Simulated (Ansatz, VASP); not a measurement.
# BaF2 in VASP and in Ansatz

File POSCAR:

```
BaF2
1.0
    0.0000000000      3.0971612412      3.0971612412
    3.0971612412      0.0000000000      3.0971612412
    3.0971612412      3.0971612412      0.0000000000
Ba F
1 2
Direct
    0.0000000000      0.0000000000      0.0000000000
    0.2500000000      0.2500000000      0.2500000000
    0.7500000000      0.7500000000      0.7500000000
```

File INCAR.step1:

```
ALGO = Normal ; EDIFF = 1E-5
ENCUT = 520 ; GGA = PE
GGA_COMPAT = F ; ISIF = 2
ISMEAR = 0 ; LASPH = T
LCHARG = F ; LREAL = F
LWAVE = T ; NBANDS = 19
NELM = 120 ; PREC = Accurate
SIGMA = 0.01
```

The input INCAR.step2:

```
AEXX = 0.4 ; ALGO = Normal
EDIFF = 1E-6 ; ENCUT = 520
GGA = PE ; GGA_COMPAT = F
HFSCREEN = 0.2078 ; ISIF = 2
ISMEAR = 0 ; ISTART = 1
LASPH = T ; LCHARG = F
LHFCALC = T ; LREAL = F
LWAVE = F ; NBANDS = 19
NELM = 120 ; PREC = Accurate
PRECFOCK = Normal ; SIGMA = 0.01
```

The input KPOINTS:

```
k-points
0
Gamma
  4 4 4
```

Input for Ansatz:

```yaml
crystal:
  lattice:
    - [0.0, 3.0971612412, 3.0971612412]
    - [3.0971612412, 0.0, 3.0971612412]
    - [3.0971612412, 3.0971612412, 0.0]
  atoms:
    - { symbol: Ba, position: [0.0, 0.0, 0.0] }
    - { symbol: F, position: [0.25, 0.25, 0.25] }
    - { symbol: F, position: [0.75, 0.75, 0.75] }
kpoints:
  mp_grid: { grid: [4, 4, 4] }
hamiltonian:
  xc:
    exchange: pbe
    correlation: pbe
    exx: { coeff: 0.4, omega: 0.2078 }
scf:
  occupations: { method: fixed }
  n_extra_bands: 4
output:
  forces: true
  stress: true
  eigenvalues: true
```

Alike in both runs: task single point; functional PBE-based screened hybrid with a share of 0.4 of exact exchange and HFSCREEN = 0.2078; k mesh 4 × 4 × 4; no spin polarisation.

```csv
,VASP,Ansatz
version,VASP 6.6.1,Ansatz 0.2.0
potentials or method,"VASP PAW PBE potentials, release 64 (Ba_sv, F)",plane waves
plane-wave cutoff (eV),520,420
occupations,"gaussian, width 0.01 eV",fixed
valence electrons in the cell,24,24
```

Ansatz gave:

* gap on the k mesh at the Fermi level (eV): 9.96
* pressure (GPa): -0.3

Problem. Which values does VASP return?

Solution. gap on the k mesh at the Fermi level (eV): 9.89; pressure (GPa): 0.7.

VASP's potentials were made for PBE, not for PBE-based screened hybrid. Ansatz's warnings: stress exchange threshold loose, stress scf threshold loose.

The k mesh is coarse, so the values compare programs but aren't converged. Spin-orbit coupling is off throughout.
